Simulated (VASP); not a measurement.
# KNd2Sb3 (Immm) in VASP: further runs

Runs on KNd2Sb3. Level: PBE. Tasks: single point, relaxation of cell and atoms.

Program: VASP 6.6.1. These are calculated values, not measurements. Logs are shortened: lines on timing, memory, paths and dates and some standing lists are left out, and cuts for length are marked.

**1. The cell of the first run**

Symmetry: Immm, No. 71, orthorhombic system. Conventional cell: a = 5.411 Å, b = 6.524 Å, c = 11.757 Å, α = 90.00°, β = 90.00°, γ = 90.00°. K (site symmetry mmm) has 6 Sb at 3.26 to 3.64 Å and 2 Nd at 3.94 Å within 4.3 Å. Nd (site symmetry mm2) has 6 Sb at 3.10 to 3.33 Å and 1 Nd at 3.87 Å and 1 K at 3.94 Å within 4.1 Å. Within 4.1 Å of Sb (site symmetry mm2) lie 4 Nd at 3.10 to 3.30 Å and 1 Sb at 3.44 Å and 2 K at 3.64 Å. Sb (site symmetry mmm) has 2 K at 3.26 Å and 4 Nd at 3.33 Å and 2 Sb at 3.44 Å within 4.3 Å.

The cell was built from a structure type or drawn by symmetry, and may not be a known phase.

**2. Single point, PBE**

Input file INCAR:

```
  PREC = Accurate
  ENCUT = 500
  EDIFF = 1E-6
  ISMEAR = 0
  SIGMA = 0.2
  LREAL = F
  LASPH = T
  NELM = 200
  ALGO = Normal
  ISIF = 2
  LWAVE = F
  LCHARG = F
  GGA = PE
  NBANDS = 32
  GGA_COMPAT = F
  LMAXMIX = 6
```

Input file KPOINTS:

```
regular mesh
0
Gamma
  4 4 4
```

Input file POSCAR:

```
KNd2Sb3
1.0
   -2.7052741696      3.2620203074      5.8784079993
    2.7052741696     -3.2620203074      5.8784079993
    2.7052741696      3.2620203074     -5.8784079993
K Nd Sb
1 2 3
Direct
    0.0000000000      0.0000000000      0.0000000000
    0.6645197185      0.6645197185      0.0000000000
    0.3354802815      0.3354802815      0.0000000000
    0.7927140821      0.2927140821      0.5000000000
    0.2072859179      0.7072859179      0.5000000000
    0.5000000000      0.0000000000      0.5000000000
```

Potentials or basis: VASP PAW PBE potentials, release 64 (K_sv, Nd_3, Sb), 4f in core.

Launch:

```
> cat potpaw_PBE.64/K_sv/POTCAR potpaw_PBE.64/Nd_3/POTCAR potpaw_PBE.64/Sb/POTCAR > POTCAR
> mpirun -np 1 vasp_std > vasp.out
```

OUTCAR:

```text
PREC = Accurate
   ENCUT = 500
   EDIFF = 1E-6
   ISMEAR = 0
   LREAL = F
   LASPH = T
   NELM = 200
   ISIF = 2
   GGA = PE

 ion  position               nearest neighbor table
   1  0.000  0.000  0.000-   6 3.26   6 3.26   5 3.64   5 3.64   4 3.64   4 3.64
   2  0.665  0.665  0.000-   4 3.10   4 3.10   5 3.30   5 3.30   6 3.33   6 3.33
   3  0.335  0.335  0.000-   5 3.10   5 3.10   4 3.30   4 3.30   6 3.33   6 3.33
   4  0.793  0.293  0.500-   2 3.10   2 3.10   3 3.30   3 3.30   6 3.44   1 3.64   1 3.64
   5  0.207  0.707  0.500-   3 3.10   3 3.10   2 3.30   2 3.30   6 3.44   1 3.64   1 3.64
   6  0.500  0.000  0.500-   1 3.26   1 3.26   3 3.33   2 3.33   3 3.33   2 3.33   5 3.44   4 3.44

  LATTYP: Found a body centered orthorhombic cell.
 ALAT       =     5.4105483392
 B/A-ratio  =     1.2058002638
 C/A-ratio  =     2.1729435284

  Lattice vectors:

 A1 = (  -2.7052741696,   3.2620203074,   5.8784079993)
 A2 = (   2.7052741696,  -3.2620203074,   5.8784079993)
 A3 = (   2.7052741696,   3.2620203074,  -5.8784079993)

Analysis of symmetry for initial positions (statically):
=====================================================================
 Subroutine PRICEL returns:
 Original cell was already a primitive cell.

 Routine SETGRP: Setting up the symmetry group for a
 body centered orthorhombic supercell.

 Subroutine GETGRP returns: Found  8 space group operations
 (whereof  8 operations were pure point group operations)
 out of a pool of  8 trial point group operations.

The static configuration has the point symmetry D_2h.

Analysis of symmetry for dynamics (positions and initial velocities):
=====================================================================
 Subroutine PRICEL returns:
 Original cell was already a primitive cell.

 Routine SETGRP: Setting up the symmetry group for a
 body centered orthorhombic supercell.

 Subroutine GETGRP returns: Found  8 space group operations
 (whereof  8 operations were pure point group operations)
 out of a pool of  8 trial point group operations.

The dynamic configuration has the point symmetry D_2h.

 Subroutine INISYM returns: Found  8 space group operations
 (whereof  8 operations are pure point group operations),
 and found     1 'primitive' translations

----------------------------------------------------------------------------------------

                                     Primitive cell

  volume of cell :     207.4998

[... 92 lines left out ...]
   NSW    =      0    number of steps for IOM
   IBRION =     -1    ionic relax: 0-MD 1-quasi-New 2-CG
   NFREE  =      0    steps in history (QN), initial steepest desc. (CG)
   ISIF   =      2    stress and relaxation
   ISYM   =      2    0-nonsym 1-usesym 2-fastsym
   POTIM  = 0.5000    time-step for ionic-motion
   TEBEG  =    0.0;   TEEND  =   0.0 temperature during run
   PSTRESS=    0.0 pullay stress
   NELECT =      46.0000    total number of electrons
   NUPDOWN=      -1.0000    fix difference up-down
   EMIN   =  10.00;   EMAX   =-10.00  energy-range for DOS
   EFERMI =   0.00;   METHOD = LEGACY
   ISMEAR =     0;   SIGMA  =   0.20  broadening in eV -4-tet -1-fermi 0-gaus
   EFERMI_NEDOS =   21; number of points for ismear=-14 and -15
   IALGO  =     38    algorithm
   IMIX   =      4    mixing-type and parameters
     AMIX     =   0.40;   BMIX     =  1.00
     AMIX_MAG =   1.60;   BMIX_MAG =  1.00
  volume/ion in A,a.u.               =      34.58       233.38
  Fermi-wavevector in a.u.,A,eV,Ry     =   0.990805  1.872350 13.356767  0.981695
  Thomas-Fermi vector in A             =   2.122501
   LORBIT       =      0    0 simple, 1 ext, 2 COOP (PROOUT), +10 PAW based schemes
   GGA     = PE    functional components
   LHFCALC =     F    Hartree Fock is set to
   AEXX    =    0.0000 exact exchange contribution
   IVDW    =     0    specifies the selected vdW correction
   LEPSILON=     F    determine dielectric tensor
   LRPA    =     F    only Hartree local field effects (RPA)
 non-spin polarized calculation
 Gauss-broadening in eV      SIGMA  =   0.20
  energy-cutoff  :      500.00
  volume of cell :      207.50
 maximum number of plane-waves:      5288
 NGX is ok and might be reduce to    54
   NGX = 27   NGY = 27   NGZ = 27

 number of electron      46.0000000 magnetization

 Free energy of the ion-electron system (eV)
  ---------------------------------------------------
  ext. energy  EPLUGINS =         0.00000000
  ---------------------------------------------------
  free energy    TOTEN  =       -27.04904600 eV

  energy without entropy =      -27.03261662  energy(sigma->0) =      -27.04083131

 E-fermi :   4.0645     XC(G=0):  -8.9424

 val. band max:        3.8198996856   @ k =   0.0000   0.0000   0.0000
 cond. band min:       4.0799319327   @ k =   0.5000   0.5000   0.5000
 fundamental gap:      0.2600322471
 Fermi energy:         4.0644549225

 k-point     1 :       0.0000    0.0000    0.0000
  band No.  band energies     occupation
      1     -34.4277      2.00000
      2     -34.4132      2.00000
      3     -26.2770      2.00000
      4     -15.7199      2.00000
      5     -15.5334      2.00000
      6     -15.5274      2.00000
[... 619 lines left out ...]
     31       6.8119      0.00000
     32       7.1239      0.00000

------------------------ aborting loop because EDIFF is reached ----------------------------------------

  FORCE on cell =-STRESS in cart. coord.  units (eV):
  Direction    XX          YY          ZZ          XY          YZ          ZX
  --------------------------------------------------------------------------------------
  -------------------------------------------------------------------------------------
  Total        0.0613743      0.7021441      0.3297771      0.0000000      0.0000000      0.0000000
  in kB        0.4738923      5.4214963      2.5463225      0.0000000      0.0000000      0.0000000
  external PRESSURE =       2.8139037 kB  Pullay stress =       0.0000000 kB

 VOLUME and BASIS-vectors are now :
 -----------------------------------------------------------------------------
  energy-cutoff  :      500.00
  volume of cell :      207.50
      direct lattice vectors                 reciprocal lattice vectors
    -2.705274170  3.262020307  5.878407999     0.000000000  0.153279242  0.085057043
     2.705274170 -3.262020307  5.878407999     0.184824150  0.000000000  0.085057043
     2.705274170  3.262020307 -5.878407999     0.184824150  0.153279242  0.000000000

 POSITION                                       TOTAL-FORCE (eV/Angst)
 -----------------------------------------------------------------------------------
      0.00000      0.00000      0.00000        -0.000000      0.000000      0.000000
      0.00000      0.00000      7.81264        -0.000000     -0.000000      0.012694
      0.00000      0.00000      3.94418         0.000000      0.000000     -0.012694
      0.00000      3.26202      3.44139         0.000000      0.000000      0.007338
      2.70527     -0.00000      2.43702        -0.000000     -0.000000     -0.007338
      0.00000      3.26202      0.00000        -0.000000      0.000000      0.000000
 -----------------------------------------------------------------------------------
    total drift:                                0.000000      0.000000     -0.000000

  FREE ENERGIE OF THE ION-ELECTRON SYSTEM (eV)
  ---------------------------------------------------
  free  energy   TOTEN  =       -27.0490459969 eV

  energy  without entropy=      -27.0326166245  energy(sigma->0) =      -27.04083131
```

It took 95 s on 1 thread of Intel Xeon 6975P-C (Granite Rapids), shared host; peak memory 0.45 GiB.

What came out:

| Quantity | Value |
| --- | --- |
| Free energy | -27.0490 eV |
| Pressure | 0.3 GPa |
| Largest force | 0.013 eV/Å |
| Band gap on the k mesh | zero (bands 23 and 24 overlap by 0.62 eV) |

Forces on the atoms (eV/Å):
```
K    0.000  0.000  0.000
Nd   0.000  0.000  0.013
Nd   0.000  0.000 -0.013
Sb   0.000  0.000  0.007
Sb   0.000  0.000 -0.007
Sb   0.000  0.000  0.000
```

Stress tensor (GPa, compression positive):
```
0.05 0.00 0.00
0.00 0.54 0.00
0.00 0.00 0.25
```

Caveat: spin-orbit coupling is left out, which moves the levels of the heavy elements; the 4f electrons are frozen in the core, so they carry no moment and show no levels. Spin polarisation is off, so any magnetic state and its effect on volume and gap are missing.

**3. Single point, PBE**

Input file INCAR:

```
PREC = Accurate
ENCUT = 500
EDIFF = 1E-6
ISMEAR = 0
SIGMA = 0.1
LREAL = False
LASPH = True
NELM = 200
ALGO = Normal
ISIF = 2
LWAVE = False
LCHARG = True
GGA = PE
LELF = True
LVHAR = True
NBANDS = 32
GGA_COMPAT = False
LMAXMIX = 6
```

KPOINTS is that of step 2.

POSCAR is that of step 2.

Potentials or basis: VASP PAW PBE potentials, release 64 (K_sv, Nd_3, Sb), 4f in core.

Launch:

```
> cat potpaw_PBE.64/K_sv/POTCAR potpaw_PBE.64/Nd_3/POTCAR potpaw_PBE.64/Sb/POTCAR > POTCAR
> mpirun -np 1 vasp_std > vasp.out
```

It took 92 s on 1 thread of Intel Xeon 6975P-C (Granite Rapids), shared host; peak memory 0.44 GiB.

Results (log left out):

```yaml
Free_energy: -27.0426 eV
Pressure: 0.3 GPa
Largest_force: 0.006 eV/Å
Band_gap_on_the_k_mesh: zero (bands 23 and 24 overlap by 0.62 eV)
```

Forces in eV/Å, atoms in the order of the input:
```
K    0.000  0.000  0.000
Nd   0.000  0.000  0.006
Nd   0.000  0.000 -0.006
Sb   0.000  0.000  0.006
Sb   0.000  0.000 -0.006
Sb   0.000  0.000  0.000
```

Stress tensor (GPa, compression positive):
```
0.09 0.00 0.00
0.00 0.56 0.00
0.00 0.00 0.22
```

Levels at points of the mesh, in eV from the Fermi level:
```
           k point  band 19  band 20  band 21  band 22  band 23  band 24  band 25  band 26  band 27  band 28
(0.00, 0.00, 0.00)    -2.13    -2.03    -1.51    -0.32     0.06     0.19     0.53     1.76     2.07     2.15
(0.50, 0.00, 0.00)    -2.43    -1.89    -1.50    -1.43    -1.42     0.58     0.65     1.61     1.80     2.14
(0.00, 0.50, 0.00)    -2.21    -1.83    -0.96    -0.76    -0.36     0.04     0.24     0.79     1.24     2.20
(0.50, 0.50, 0.00)    -2.32    -1.67    -1.66    -1.38    -0.72     0.33     0.70     1.19     1.46     2.23
(0.50, 0.50, 0.50)    -1.99    -1.69    -1.19    -0.89    -0.06     0.22     0.49     1.26     1.43     1.68
```

Caveat: spin-orbit coupling is left out, which moves the levels of the heavy elements; the 4f electrons are frozen in the core, so they carry no moment and show no levels. Spin polarisation is off, so any magnetic state and its effect on volume and gap are missing.

**4. Relaxation of cell and atoms, PBE**

This run uses another cell than the first one, of 34.12 Å³/atom.

Input file INCAR:

```
SYSTEM = KNd2Sb3
  PREC = Accurate
  ENCUT = 500
  EDIFF = 1E-7
  ISMEAR = 0
  SIGMA = 0.2
  LREAL = .FALSE.
  LASPH = .TRUE.
  NELM = 200
  ALGO = Normal
  ISIF = 3
  LWAVE = .FALSE.
  LCHARG = .FALSE.
  GGA = PE
  IBRION = 2
  NSW = 36
  EDIFFG = -0.08
  GGA_COMPAT = .FALSE.
  NELMIN = 4
  LMAXMIX = 6
```

Input file KPOINTS:

```
regular mesh
0
G
  4 4 4
  0 0 0
```

Input file POSCAR:

```
KNd2Sb3
1.0
   -2.8269093200      3.2328031300      5.5996450000
    2.8269093200     -3.2328031300      5.5996450000
    2.8269093200      3.2328031300     -5.5996450000
K Nd Sb
1 2 3
Direct
    0.0000000000      0.0000000000      0.0000000000
    0.6700972700      0.6700972700      0.0000000000
    0.3299027300      0.3299027300      0.0000000000
    0.8606850900      0.3606850900      0.5000000000
    0.1393149100      0.6393149100      0.5000000000
    0.5000000000      0.0000000000      0.5000000000
```

Launch:

```
> cat potpaw_PBE.64/K_sv/POTCAR potpaw_PBE.64/Nd_3/POTCAR potpaw_PBE.64/Sb/POTCAR > POTCAR
> mpirun -np 1 vasp_std > vasp.out
```

It took 16 min on 1 thread of Intel Xeon 6975P-C (Granite Rapids), shared host; peak memory 0.51 GiB.

Results (log left out):

- Free energy: -27.0493 eV
- Relaxed volume: 34.78 Å³/atom
- Relaxed cell: a = 7.272 Å, b = 7.272 Å, c = 7.272 Å, α = 136.38°, β = 126.57°, γ = 71.35°
- Space group after relaxing (to 0.1 Å): Immm (No. 71)
- Energy gained by relaxing: 159.3 meV/atom
- Ionic steps: 15
- Pressure after relaxing: 0.2 GPa
- Largest force after relaxing: 0.076 eV/Å
- Band gap on the k mesh: zero (bands 23 and 24 overlap by 0.62 eV)

Forces on the atoms (eV/Å):
```
K    0.000  0.000  0.000
Nd   0.000  0.000 -0.028
Nd   0.000  0.000  0.028
Sb   0.000  0.000  0.076
Sb   0.000  0.000 -0.076
Sb   0.000  0.000  0.000
```

Stress tensor (GPa, compression positive):
```
0.25 0.00 0.00
0.00 0.31 0.00
0.00 0.00 0.17
```

The path:
| step | energy change (eV) | largest force (eV/Å) | pressure (GPa) | volume (Å³) |
| --- | --- | --- | --- | --- |
| 1 | 0.0000 | 0.7838 | -1.57 | 204.70 |
| 2 | -0.1881 | 0.7953 | 0.41 | 194.87 |
| 3 | -0.1973 | 0.7935 | 1.06 | 192.36 |
| 4 | -0.2942 | 0.6642 | 0.52 | 194.96 |
| 5 | -0.4240 | 0.6272 | -0.17 | 200.77 |
| 6 | -0.3522 | 1.2812 | 0.06 | 212.24 |
| 7 | -0.4673 | 0.5769 | -0.28 | 204.00 |
| 8 | -0.5783 | 0.5283 | -0.29 | 204.79 |
| 9 | -0.7178 | 0.6983 | 0.04 | 206.35 |
| 10 | -0.7267 | 0.7515 | 0.26 | 206.83 |
| 11 | -0.8332 | 0.6517 | -0.01 | 209.70 |
| 12 | -0.9130 | 0.4303 | -0.31 | 214.36 |
| 13 | -0.9140 | 0.3975 | -0.34 | 214.97 |
| 14 | -0.9483 | 0.1947 | -0.03 | 211.40 |
| 15 | -0.9561 | 0.0761 | 0.25 | 208.69 |

Final structure:
```
K Nd Sb
1.0
    -2.70162    3.26901    5.90748
     2.70162   -3.26901    5.90748
     2.70162    3.26901   -5.90748
K Nd Sb
1 2 3
Direct
  0.00000 0.00000 0.00000
  0.66454 0.66454 0.00000
  0.33546 0.33546 0.00000
  0.79070 0.29070 0.50000
  0.20930 0.70930 0.50000
  0.50000 0.00000 0.50000
```

Levels at points of the mesh, in eV from the Fermi level:
```csv
k point,band 19,band 20,band 21,band 22,band 23,band 24,band 25,band 26,band 27
"(0.00, 0.00, 0.00)",-2.05,-1.95,-1.44,-0.25,0.15,0.27,0.62,1.79,2.23
"(0.50, 0.00, 0.00)",-2.35,-1.81,-1.44,-1.38,-1.34,0.68,0.73,1.66,1.85
"(0.00, 0.50, 0.00)",-2.15,-1.78,-0.91,-0.71,-0.30,0.12,0.35,0.87,1.30
"(0.50, 0.50, 0.00)",-2.25,-1.57,-1.55,-1.30,-0.67,0.40,0.78,1.25,1.51
"(0.50, 0.50, 0.50)",-1.94,-1.60,-1.12,-0.85,0.04,0.30,0.56,1.30,1.50
```

Caveat: spin-orbit coupling is left out, which moves the levels of the heavy elements; the 4f electrons are frozen in the core, so they carry no moment and show no levels; the relaxation stopped at a loose force limit of 0.08 eV/Å, so its end isn't a converged minimum. Spin polarisation is off, so any magnetic state and its effect on volume and gap are missing.

**5. Summary**

```tsv
task	cell	smearing	gap on the mesh (eV)	pressure (GPa)	largest force (eV/Å)
single point	a = 7.247 Å, angles 136.2, 126.5, 71.6°, 6 atoms, atomic positions A	gaussian 0.2 eV	none	0.3	0.01
single point	a = 7.247 Å, angles 136.2, 126.5, 71.6°, 6 atoms, atomic positions A	gaussian 0.1 eV	none	0.3	0.01
relaxation of cell and atoms	relaxed from a = 7.057 Å, angles 132.8, 125.5, 75.0°, 6 atoms, atomic positions B	gaussian 0.2 eV	none	0.2	0.08
```

Alike in all rows: level PBE; potentials or basis VASP PAW PBE potentials, release 64 (K_sv, Nd_3, Sb), 4f in core; no spin polarisation; k mesh 4 × 4 × 4; cutoff (eV) 500.

Caveats: spin-orbit coupling is left out, which moves the levels of the heavy elements; the 4f electrons are frozen in the core, so they carry no moment and show no levels; the relaxation stopped at a loose force limit of 0.08 eV/Å, so its end isn't a converged minimum (at least some runs).

Absolute energies hang on the potentials; compare differences alone.
